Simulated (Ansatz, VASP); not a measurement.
## One calculation of HfCuSi3, two programs

```
CELL_PARAMETERS angstrom
3.75607 0.00000 0.00000
0.00000 3.75607 0.00000
0.00000 0.00000 5.83287
ATOMIC_POSITIONS crystal
Hf 0.00000 0.00000 0.01922
Si 0.50000 0.50000 0.03840
Si 0.00000 0.50000 0.37818
Si 0.50000 0.00000 0.37818
Cu 0.50000 0.50000 0.64602
```

Alike in both runs: functional PBE; k mesh 4 × 4 × 4; occupations gaussian, width 0.1 eV; no spin polarisation.

Ansatz relaxed the structure, and its values are those at the end. VASP's run is a single point on that final structure, the one shown.

```csv
,VASP,Ansatz
version,VASP 6.6.1,Ansatz 0.2.0
potentials or method,"VASP PAW PBE potentials, release 64 (Hf_pv, Si, Cu), cutoff 520 eV","scalar-relativistic, plane waves, PAW"
valence electrons in the cell,33,57
```

```tsv
	VASP	Ansatz	Ansatz less VASP
gap on the k mesh at the Fermi level (eV)	none	none	-
pressure (GPa)	0.1	0.1	-0.06
rms of the force components (eV/Å)	0.016	0.003	-0.0124
```

A gap of «none» marks a metal or a gap that the smearing closes. VASP's potentials hold 33 valence electrons a cell and Ansatz's 57, so a difference there can come from the potentials and not from the codes.

The k mesh is coarse, so the values compare programs but aren't converged. Spin-orbit coupling is off throughout.
